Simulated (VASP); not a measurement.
ZrC, 2 atoms in the cell. Symmetry: Fm-3m, No. 225, cubic system. Conventional cell: a = 4.664 Å, b = 4.664 Å, c = 4.664 Å, α = 90.00°, β = 90.00°, γ = 90.00°. Zr (site symmetry m-3m) has 6 C at 2.33 Å within 3.1 Å. C (site symmetry m-3m) has 6 Zr at 2.33 Å within 3.1 Å.  This cell differs from its parent crystal: volume scaled by 0.97.

```yaml
Program: VASP 6.6.1
Task: single point
Functional: r2SCAN
Potentials_or_basis: VASP PAW PBE potentials, release 64 (Zr_sv, C)
Cutoff: 520 eV
k_mesh: 16 × 16 × 16
Occupations: gaussian, width 0.1 eV
Spin: no spin polarisation
Dipole_correction: no
Further_INCAR_settings: ALGO = Normal; EDIFF = 1e-06; NBANDS = 15
```

Potentials or basis: VASP PAW PBE potentials, release 64 (Zr_sv, C).

Launch:

```bash
$ cat potpaw_PBE.64/Zr_sv/POTCAR potpaw_PBE.64/C/POTCAR > POTCAR
$ cp INCAR.step1 INCAR
$ mpirun -np 1 vasp_std > vasp.out
$ cp INCAR.step2 INCAR
$ mpirun -np 1 vasp_std > vasp.out
```

Hardware: 1 thread of AMD EPYC 7R13 (shared host).

Task: How long does it take, and how much memory?

Result: It took 13 min on 1 thread of AMD EPYC 7R13, with other jobs on the host, peak memory 0.18 GiB. Counts: k points 145.
